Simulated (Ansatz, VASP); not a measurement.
# NbH2: VASP beside Ansatz

```
CELL_PARAMETERS angstrom
0.00000 2.25898 2.25898
2.25898 0.00000 2.25898
2.25898 2.25898 0.00000
ATOMIC_POSITIONS crystal
Nb 0.00000 0.00000 0.00000
H 0.25000 0.25000 0.25000
H 0.75000 0.75000 0.75000
```

Alike in both runs: functional PBEsol; k mesh 16 × 16 × 16; occupations gaussian, width 0.1 eV; no spin polarisation.

Ansatz relaxed the structure, and its values are those at the end. VASP's run is a single point on that final structure, the one shown.

```csv
,VASP,Ansatz
version,VASP 6.6.1,Ansatz 0.2.0
potentials or method,"VASP PAW PBE potentials, release 64 (Nb_sv, H), cutoff 520 eV","scalar-relativistic, plane waves, PAW"
valence electrons in the cell,15,15
```

|  | VASP | Ansatz | Ansatz less VASP |
| --- | --- | --- | --- |
| gap on the k mesh at the Fermi level (eV) | none | none | - |
| pressure (GPa) | -0.5 | 0.0 | +0.46 |

VASP's potentials were made for PBE, not for PBEsol. A gap of «none» marks a metal or a gap that the smearing closes. With one functional, cell and mesh, what is left measures potentials, basis and numerics.
